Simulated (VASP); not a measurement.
# ScGa2N3 in VASP: further runs, part 2 of 2

VASP 6.6.1. The steps go on from the part before.

### 4 Single point, PBE

File INCAR:

```
SYSTEM = ScGa2N3
  PREC = Accurate
  ENCUT = 520
  EDIFF = 1E-6
  ISMEAR = 0
  SIGMA = 0.1
  LREAL = .False.
  LASPH = .True.
  NELM = 80
  ALGO = Normal
  ISIF = 2
  LWAVE = .False.
  LCHARG = .True.
  GGA = PE
  LELF = .True.
  LVHAR = .True.
  NBANDS = 64
```

File KPOINTS:

```
regular mesh
0
Gamma
  6 6 1
  0 0 0
```

File POSCAR:

```
ScGa2N3
1.0
    3.0995834139     -0.0004127165      0.0003667425
   -1.5501421172      2.6832808531     -0.0000841396
    0.0017108286      0.0005678683     14.9019071722
Sc Ga N
2 4 6
Direct
    1.0001009202      1.0000137754      0.2500001726
    0.0000820796      1.0000120471      0.7500005653
    0.3334884660      0.6667502536      0.0825015314
    0.3333287630      0.6665804271      0.5825013527
    0.6667204773      0.3332073439      0.4174993871
    0.6668348716      0.3334094367      0.9174990579
    0.3333431027      0.6667164703      0.3370935161
    0.3333302688      0.6667167544      0.8370967554
    0.6667876927      0.3332617523      0.1629025843
    0.6667574856      0.3332786213      0.6629058202
    0.9997646000      1.0006518245      0.4999993863
   -0.0005387277     -0.0005987066     -0.0000001293
```

Potentials or basis: VASP PAW PBE potentials, release 64 (Sc_sv, Ga_d, N).

On the command line:

```sh
$ cat potpaw_PBE.64/Sc_sv/POTCAR potpaw_PBE.64/Ga_d/POTCAR potpaw_PBE.64/N/POTCAR > POTCAR
$ mpirun -np 1 vasp_std > vasp.out
```

OUTCAR:

```text
SYSTEM = ScGa2N3
   PREC = Accurate
   ENCUT = 520
   EDIFF = 1E-6
   ISMEAR = 0
   LREAL = .False.
   LASPH = .True.
   NELM = 80
   ISIF = 2
   GGA = PE

 ion  position               nearest neighbor table
   1  0.000  0.000  0.250-   7 2.21   9 2.21   7 2.21   9 2.21   7 2.21   9 2.21   3 3.07   5 3.07
                             5 3.07   3 3.07   3 3.07   5 3.07
   2  0.000  0.000  0.750-  10 2.21   8 2.21  10 2.21   8 2.21   8 2.21  10 2.21   4 3.07   6 3.07
                             6 3.07   4 3.07   6 3.07   4 3.07
   3  0.333  0.667  0.083-   9 2.15   9 2.15   9 2.15  12 2.17  12 2.17  12 2.17   1 3.07   1 3.07
                             1 3.07
   4  0.333  0.667  0.583-  10 2.15  10 2.15  10 2.15  11 2.17  11 2.17  11 2.17   2 3.07   2 3.07
                             2 3.07
   5  0.667  0.333  0.417-   7 2.15   7 2.15   7 2.15  11 2.17  11 2.17  11 2.17   1 3.07   1 3.07
                             1 3.07
   6  0.667  0.333  0.917-   8 2.15   8 2.15   8 2.15  12 2.17  12 2.17  12 2.17   2 3.07   2 3.07
                             2 3.07
   7  0.333  0.667  0.337-   5 2.15   5 2.15   5 2.15   1 2.21   1 2.21   1 2.21
   8  0.333  0.667  0.837-   6 2.15   6 2.15   6 2.15   2 2.21   2 2.21   2 2.21
   9  0.667  0.333  0.163-   3 2.15   3 2.15   3 2.15   1 2.21   1 2.21   1 2.21
  10  0.667  0.333  0.663-   4 2.15   4 2.15   4 2.15   2 2.21   2 2.21   2 2.21
[... 1555 lines left out ...]
  --------------------------------------------------------------------------------------
  -------------------------------------------------------------------------------------
  Total        0.5726912      0.6826690      0.6597235      0.0187595     -0.0254304     -0.0052067
  in kB        7.4037742      8.8255724      8.5289312      0.2425239     -0.3287655     -0.0673130
  external PRESSURE =       8.2527593 kB  Pullay stress =       0.0000000 kB

 VOLUME and BASIS-vectors are now :
 -----------------------------------------------------------------------------
  energy-cutoff  :      520.00
  volume of cell :      123.93
      direct lattice vectors                 reciprocal lattice vectors
     3.099583414 -0.000412716  0.000366742     0.322648824  0.186395519 -0.000044145
    -1.550142117  2.683280853 -0.000084140     0.000049628  0.372706766 -0.000014208
     0.001710829  0.000567868 14.901907172    -0.000007940 -0.000002483  0.067105506

 POSITION                                       TOTAL-FORCE (eV/Angst)
 -----------------------------------------------------------------------------------
      0.00072      0.00018      3.72548        -0.000117     -0.000296     -0.000257
      0.00152      0.00046     11.17644        -0.000195     -0.000183      0.000197
      0.00026      1.78899      1.22950        -0.000391     -0.000633     -0.008993
      0.00088      1.78882      8.68045         0.000035      0.000595     -0.008553
      1.55075      0.89405      6.22175        -0.000680      0.000857      0.008540
      1.55165      0.89488     13.67270        -0.000508     -0.000653      0.009030
      0.00030      1.78904      5.02340         0.000152      0.000039      0.029255
      0.00111      1.78933     12.47440         0.000386      0.000435      0.028158
      1.55044      0.89405      2.42778        -0.000104      0.000218     -0.027911
      1.55118      0.89438      9.87878        -0.000201     -0.000260     -0.028751
      3.09870      0.00162      7.45131         0.001071     -0.001074     -0.000417
      1.55041      2.68183     14.90219         0.000552      0.000954     -0.000299
 -----------------------------------------------------------------------------------
    total drift:                                0.000055     -0.000017     -0.000254

  FREE ENERGIE OF THE ION-ELECTRON SYSTEM (eV)
  ---------------------------------------------------
  free  energy   TOTEN  =       -81.3198600643 eV

  energy  without entropy=      -81.3198600643  energy(sigma->0) =      -81.31986006
```

OSZICAR:

```text
N       E                     dE             d eps       ncg     rms          rms(c)
DAV:   1     0.156487540950E+04    0.15649E+04   -0.44570E+04  2728   0.277E+03
DAV:   2     0.261870628984E+03   -0.13030E+04   -0.12467E+04  2584   0.817E+02
DAV:   3    -0.574830416084E+02   -0.31935E+03   -0.30510E+03  3128   0.291E+02
DAV:   4    -0.960120666809E+02   -0.38529E+02   -0.37743E+02  3848   0.106E+02
DAV:   5    -0.975167233350E+02   -0.15047E+01   -0.14915E+01  4040   0.230E+01    0.258E+01
DAV:   6    -0.811551198377E+02    0.16362E+02   -0.72376E+01  4352   0.618E+01    0.894E+00
DAV:   7    -0.814740641632E+02   -0.31894E+00   -0.73704E+00  3840   0.150E+01    0.675E+00
DAV:   8    -0.813749348283E+02    0.99129E-01   -0.12386E+00  3688   0.904E+00    0.157E+00
DAV:   9    -0.813164238894E+02    0.58511E-01   -0.35309E-01  4056   0.616E+00    0.503E-01
DAV:  10    -0.813197281288E+02   -0.33042E-02   -0.46073E-02  3672   0.155E+00    0.185E-01
DAV:  11    -0.813197206575E+02    0.74713E-05   -0.29763E-03  3944   0.853E-01    0.105E-01
DAV:  12    -0.813198451083E+02   -0.12445E-03   -0.10400E-03  4008   0.380E-01    0.344E-02
DAV:  13    -0.813198488652E+02   -0.37569E-05   -0.24161E-04  3672   0.161E-01    0.179E-02
DAV:  14    -0.813198567927E+02   -0.79275E-05   -0.78408E-05  3544   0.149E-01    0.898E-03
DAV:  15    -0.813198582765E+02   -0.14838E-05   -0.21465E-05  3408   0.101E-01    0.397E-03
DAV:  16    -0.813198600102E+02   -0.17337E-05   -0.15031E-05  3008   0.286E-02    0.191E-03
DAV:  17    -0.813198600643E+02   -0.54160E-07   -0.95085E-07  1760   0.127E-02
   1 F= -.81319860E+02 E0= -.81319860E+02  d E =-.759994E-16
```

stdout:

```text
POSCAR found type information on POSCAR ScGaN
 POSCAR found :  3 types and      12 ions
 scaLAPACK will be used
 -----------------------------------------------------------------------------
|                                                                             |
|           W    W    AA    RRRRR   N    N  II  N    N   GGGG   !!!           |
[... 18 lines left out ...]
|                                                                             |
 -----------------------------------------------------------------------------

 LDA part: xc-table for (Slater+PW92), standard interpolation
 POSCAR, INCAR and KPOINTS ok, starting setup
 FFT: planning ... GRIDC
 FFT: planning ... GRID_SOFT
 FFT: planning ... GRID
 WAVECAR not read
 entering main loop
```

Wall time 3.8 min (1 thread of AMD EPYC 9R14 (Zen 4), shared host); peak memory 0.28 GiB.

What came out:

| Property | Result |
| --- | --- |
| Free energy | -81.3199 eV |
| Pressure | 0.8 GPa |
| Largest force | 0.029 eV/Å |
| Band gap on the k mesh | 1.43 eV |

Forces on the atoms (eV/Å):
```
Sc   0.000  0.000  0.000
Sc   0.000  0.000  0.000
Ga   0.000 -0.001 -0.009
Ga   0.000  0.001 -0.009
Ga  -0.001  0.001  0.009
Ga  -0.001 -0.001  0.009
N    0.000  0.000  0.029
N    0.000  0.000  0.028
N    0.000  0.000 -0.028
N    0.000  0.000 -0.029
N    0.001 -0.001  0.000
N    0.001  0.001  0.000
```

Stress tensor (GPa, compression positive):
```
 0.74  0.02 -0.01
 0.02  0.88 -0.03
-0.01 -0.03  0.85
```

Levels at points of the mesh, in eV from the valence-band top:
| k point | band 49 | band 50 | band 51 | band 52 | band 53 | band 54 | band 55 | band 56 |
| --- | --- | --- | --- | --- | --- | --- | --- | --- |
| (0.00, 0.00, 0.00) | -0.17 | -0.09 | -0.09 | 0.00 | 2.18 | 3.51 | 3.51 | 3.53 |
| (0.50, 0.00, 0.00) | -0.89 | -0.81 | -0.73 | -0.28 | 1.43 | 2.13 | 2.55 | 2.84 |
| (0.00, 0.50, 0.00) | -0.89 | -0.81 | -0.74 | -0.28 | 1.43 | 2.13 | 2.55 | 2.83 |
| (0.50, 0.50, 0.00) | -0.88 | -0.81 | -0.74 | -0.28 | 1.43 | 2.13 | 2.55 | 2.84 |

Caveat: the k points lie up to 0.42 Å⁻¹ apart; an odd mesh through Γ misses points on the zone boundary, where band edges can lie.

### 5 Relaxation of cell and atoms, PBE

This run uses another cell than the first one: it holds 6 atoms, not 12.

File INCAR:

```
SYSTEM = ScGa2N3
PREC = Accurate ; ENCUT = 600
EDIFF = 1E-6 ; ISMEAR = 0
SIGMA = 0.02 ; LREAL = .False.
LASPH = .True. ; NELM = 60
ALGO = Normal ; ISIF = 3
LWAVE = .False. ; LCHARG = .False.
GGA = PE ; IBRION = 2
NSW = 100 ; EDIFFG = -0.01
```

File KPOINTS:

```
regular mesh
0
Gamma
  12 12 4
  0 0 0
```

File POSCAR:

```
ScGa2N3
1.0
    3.1000901870      0.0000000000      0.0000000000
   -1.5500450935      2.6847568559      0.0000000000
    0.0000000000      0.0000000000      7.4560056907
Sc Ga N
1 2 3
Direct
    0.0000000000      0.0000000000      0.5000000000
    0.3333333333      0.6666666667      0.1649700138
    0.6666666667      0.3333333333      0.8350299862
    0.3333333333      0.6666666667      0.6741285506
    0.6666666667      0.3333333333      0.3258714494
    0.0000000000      0.0000000000      0.0000000000
```

On the command line:

```sh
$ cat potpaw_PBE.64/Sc_sv/POTCAR potpaw_PBE.64/Ga_d/POTCAR potpaw_PBE.64/N/POTCAR > POTCAR
$ mpirun -np 1 vasp_std > vasp.out
```

Run time: 8.5 min. Hardware: 1 thread of AMD EPYC 9R14 (Zen 4), shared host; peak memory 0.29 GiB.

Results (log left out):

* Free energy: -40.6861 eV
* Relaxed volume: 10.36 Å³/atom
* Relaxed cell: a = 3.102 Å, b = 3.102 Å, c = 7.461 Å, α = 90.00°, β = 90.00°, γ = 120.00°
* Space group after relaxing (to 0.1 Å): P-3m1 (No. 164)
* Energy gained by relaxing: 0.0 meV/atom
* Ionic steps: 5
* Pressure after relaxing: 0.1 GPa
* Largest force after relaxing: 0.005 eV/Å
* Band gap on the k mesh: 1.34 eV (least direct gap 1.71 eV)

Forces in eV/Å, atoms in the order of the input:
```
Sc   0.000  0.000  0.000
Ga   0.000  0.000 -0.005
Ga   0.000  0.000  0.005
N    0.000  0.000  0.002
N    0.000  0.000 -0.002
N    0.000  0.000  0.000
```

The path:
```tsv
step	energy change (eV)	largest force (eV/Å)	pressure (GPa)	volume (Å³)
1	0.0000	0.0344	0.48	62.06
2	0.0000	0.0156	-0.43	62.34
3	-0.0002	0.0148	-0.03	62.18
4	-0.0002	0.0148	-0.01	62.18
5	-0.0002	0.0053	0.07	62.17
```

Final structure:
```yaml
crystal:
  lattice:
    - [3.10202, 0.00000, 0.00000]
    - [-1.55101, 2.68643, 0.00000]
    - [0.00000, 0.00000, 7.46087]
  atoms:
    - { symbol: Sc, position: [0.00000, 0.00000, 0.50000] }
    - { symbol: Ga, position: [0.33333, 0.66667, 0.16499] }
    - { symbol: Ga, position: [0.66667, 0.33333, 0.83501] }
    - { symbol: N, position: [0.33333, 0.66667, 0.67431] }
    - { symbol: N, position: [0.66667, 0.33333, 0.32569] }
    - { symbol: N, position: [0.00000, 0.00000, 0.00000] }
```

Levels at points of the mesh, in eV from the valence-band top:
| k point | band 22 | band 23 | band 24 | band 25 | band 26 | band 27 | band 28 | band 29 | band 30 | band 31 |
| --- | --- | --- | --- | --- | --- | --- | --- | --- | --- | --- |
| (0.00, 0.00, 0.00) | -0.40 | -0.40 | -0.18 | -0.18 | -0.09 | 2.08 | 3.42 | 3.42 | 3.66 | 5.43 |
| (0.50, 0.00, 0.00) | -2.45 | -2.39 | -2.11 | -0.82 | -0.37 | 1.34 | 2.46 | 5.19 | 5.34 | 5.76 |
| (0.00, 0.00, 0.50) | -1.90 | -0.34 | -0.34 | -0.26 | -0.26 | 3.44 | 3.44 | 3.50 | 3.57 | 4.86 |
| (0.50, 0.00, 0.50) | -2.93 | -2.53 | -1.40 | -0.97 | -0.90 | 2.04 | 2.73 | 4.96 | 5.19 | 5.53 |

### 6 The runs side by side

```csv
task,cell,k mesh,cutoff (eV),smearing,gap on the mesh (eV),pressure (GPa),largest force (eV/Å)
single point,"a = 3.099, b = 3.099, c = 14.905 Å, angles 90.0, 90.0, 120.0°, 12 atoms, atomic positions A",6 × 6 × 1,520,gaussian 0.1 eV,1.43,0.8,0.04
single point,"a = 3.099, b = 3.099, c = 7.453 Å, angles 90.0, 90.0, 120.0°, 6 atoms, atomic positions B",12 × 12 × 4,520,gaussian 0.02 eV,1.35,0.9,0.03
single point,"a = 3.100, b = 3.099, c = 14.902 Å, angles 90.0, 90.0, 120.0°, 12 atoms, atomic positions A",6 × 6 × 1,520,gaussian 0.1 eV,1.43,0.8,0.03
relaxation of cell and atoms,"relaxed from a = 3.100, b = 3.100, c = 7.456 Å, angles 90.0, 90.0, 120.0°, 6 atoms, atomic positions B",12 × 12 × 4,600,gaussian 0.02 eV,1.34,0.1,0.01
```

Alike in all rows: level PBE; potentials or basis VASP PAW PBE potentials, release 64 (Sc_sv, Ga_d, N); no spin polarisation.

Caveats: some runs use coarse meshes; an odd mesh through Γ misses points on the zone boundary, where band edges can lie (at least some runs).

Total energies depend on the potentials used, so only differences within one code and one set of settings carry meaning.
